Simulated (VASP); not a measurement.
Wanted: the native input for a VASP 6.6.1 run.

```
Task                   : single point
Functional             : PBE
Potentials or basis    : VASP PAW PBE potentials, release 64 (Ta_pv, N)
Cutoff                 : 520 eV
k mesh                 : 9 × 9 × 9
Occupations            : fermi-dirac, width 0.02 eV
Spin                   : no spin polarisation
Dipole correction      : no
Further INCAR settings : ALGO = Normal; EDIFF = 1e-06; NBANDS = 15
```

The structure of TaN lies in POSCAR:

```
TaN
1.0
    0.0653700000      2.2116850000      2.2116850000
    2.2116850000      0.0653700000      2.2116850000
    2.2116850000      2.2116850000      0.0653700000
Ta N
1 1
Direct
    0.5000000000      0.5000000000      0.5000000000
    0.0000000000      0.0000000000      0.0000000000
```

This cell differs from its parent crystal: equal xy, yz and zx shear strains of +3 %.

The input as run:

INCAR

```
SYSTEM = TaN
ALGO = Normal ; EDIFF = 1E-6
ENCUT = 520 ; GGA = PE
ISIF = 2 ; ISMEAR = -1
LASPH = .TRUE. ; LCHARG = .FALSE.
LREAL = .FALSE. ; LWAVE = .FALSE.
NBANDS = 15 ; NELM = 100
PREC = Accurate ; SIGMA = 0.02
```

KPOINTS

```
k-points
0
G
  9 9 9
  0 0 0
```

Potentials or basis: VASP PAW PBE potentials, release 64 (Ta_pv, N).

Launch:

```console
$ cat potpaw_PBE.64/Ta_pv/POTCAR potpaw_PBE.64/N/POTCAR > POTCAR
$ mpirun -np 1 vasp_std > vasp.out
```

It gave:

```json
{"Pressure": "15.9 GPa", "Band gap on the k mesh": "zero (band 8 reaches 11.34 eV, above the bottom of band 9 at 7.91 eV)"}
```

Caveat: the cell differs from its parent crystal (equal xy, yz and zx shear strains of +3 %); spin-orbit coupling is left out, which moves the levels of the heavy elements.

Run time: 32 s on 1 thread of Intel(R) Xeon(R) Platinum 8259CL CPU @ 2.50GHz (Skylake/Cascade Lake) (shared host), peak memory 0.16 GiB.
